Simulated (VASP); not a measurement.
## ZnGe2: relaxation of cell and atoms with PBE

Crystal: ZnGe2.

```
CELL_PARAMETERS angstrom
0.00000 3.68376 3.68376
3.68376 0.00000 3.68376
3.68376 3.68376 0.00000
ATOMIC_POSITIONS crystal
Zn 0.00000 0.00000 0.00000
Zn 0.25000 0.25000 0.25000
Ge 0.62500 0.62500 0.62500
Ge 0.12500 0.62500 0.62500
Ge 0.62500 0.62500 0.12500
Ge 0.62500 0.12500 0.62500
```

```yaml
Program: VASP 6.6.1
Task: relaxation of cell and atoms
Functional: PBE
Potentials_or_basis: VASP PAW PBE potentials, release 64 (Zn, Ge_d)
Cutoff: 600 eV
k_mesh: 4 × 4 × 4
Occupations: gaussian, width 0.1 eV
Spin: no spin polarisation
Dipole_correction: no
Further_INCAR_settings: ALGO = Normal; EDIFF = 1e-06; IBRION = 2; EDIFFG = -0.04; NSW = 90; ISIF = 3
```

| Item | Value |
| --- | --- |
| Relaxed volume | 20.55 Å³/atom |
| Relaxed cell | a = 5.587 Å, b = 5.587 Å, c = 5.587 Å, α = 60.00°, β = 60.00°, γ = 60.00° |
| Space group after relaxing (to 0.05 Å) | Fd-3m (No. 227) |
| Energy gained by relaxing | 165.3 meV/atom |
| Ionic steps | 3 |
| Pressure after relaxing | 0.2 GPa |
| Band gap on the k mesh | zero (band 40 reaches 4.84 eV, above the bottom of band 41 at 3.09 eV) |

The path:
| step | energy change (eV) | largest force (eV/Å) | pressure (GPa) | volume (Å³) |
| --- | --- | --- | --- | --- |
| 1 | 0.0000 | 0.0000 | 16.34 | 99.98 |
| 2 | -0.9824 | 0.0000 | -1.13 | 126.64 |
| 3 | -0.9918 | 0.0000 | 0.20 | 123.29 |

Final structure:
```cif
data_structure
_symmetry_space_group_name_H-M 'P 1'
_symmetry_Int_Tables_number 1
_cell_length_a 5.5866
_cell_length_b 5.5866
_cell_length_c 5.5866
_cell_angle_alpha 60.000
_cell_angle_beta 60.000
_cell_angle_gamma 60.000
_cell_volume 123.29
loop_
_atom_site_label
_atom_site_type_symbol
_atom_site_fract_x
_atom_site_fract_y
_atom_site_fract_z
_atom_site_occupancy
Zn1 Zn 0.00000 0.00000 0.00000 1
Zn2 Zn 0.25000 0.25000 0.25000 1
Ge1 Ge 0.62500 0.62500 0.62500 1
Ge2 Ge 0.12500 0.62500 0.62500 1
Ge3 Ge 0.62500 0.62500 0.12500 1
Ge4 Ge 0.62500 0.12500 0.62500 1
```

Levels at points of the mesh, in eV from the Fermi level:
```
           k point  band 36  band 37  band 38  band 39  band 40  band 41  band 42  band 43  band 44  band 45
(0.00, 0.00, 0.00)    -3.62    -3.62    -3.62    -3.32    -1.33    -1.33    -0.16     1.01     1.01     1.01
(0.50, 0.00, 0.00)    -3.37    -3.37    -2.16    -1.34     0.18     0.18     0.42     0.45     0.45     3.03
(0.50, 0.50, 0.00)    -5.18    -0.37    -0.37    -0.14    -0.14     0.52     0.52     0.90     0.90     2.69
```

It took 69 s on 1 thread of Intel(R) Xeon(R) 6975P-C (Granite Rapids) (shared host), peak memory 0.27 GiB.

Caveat: the k points lie up to 0.34 Å⁻¹ apart in the final cell; the volume moved by over 15 % at a fixed basis, so the end points are rough.
